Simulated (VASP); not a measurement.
Li:

```
Li
1.0
    -1.75500    1.75500    1.75500
     1.75500   -1.75500    1.75500
     1.75500    1.75500   -1.75500
Li
1
Cartesian
  0.0000 0.0000 0.0000
```

| Quantity | Value |
| --- | --- |
| Program | VASP 6.6.1 |
| Task | relaxation of cell and atoms |
| Functional | LDA |
| Potentials or basis | VASP PAW LDA potentials, release 64 (Li_sv) |
| Cutoff | 750 eV |
| k mesh | 10 × 10 × 10 |
| Occupations | fermi-dirac, width 0.1 eV |
| Spin | no spin polarisation |

At the start: pressure -1.6 GPa; volume 21.62 Å³/atom.

How do energy, volume and symmetry change on relaxing?

Over 4 steps the energy falls by 15.0 meV/atom and the volume is 18.94 Å³/atom (-12.4 %); space group Im-3m (No. 229, to 0.1 Å) before and after.

The path:
```
step  energy change (eV)  largest force (eV/Å)  pressure (GPa)  volume (Å³)
   1              0.0000                0.0000           -1.65        21.62
   2             -0.0064                0.0000           -1.31        20.93
   3             -0.0144                0.0000           -0.39        19.47
   4             -0.0150                0.0000            0.02        18.94
```

Final structure:
```xyz
1
Lattice="-1.6792 1.6792 1.6792 1.6792 -1.6792 1.6792 1.6792 1.6792 -1.6792" Properties=species:S:1:pos:R:3 pbc="T T T"
Li    3.3584    0.0000    0.0000
```
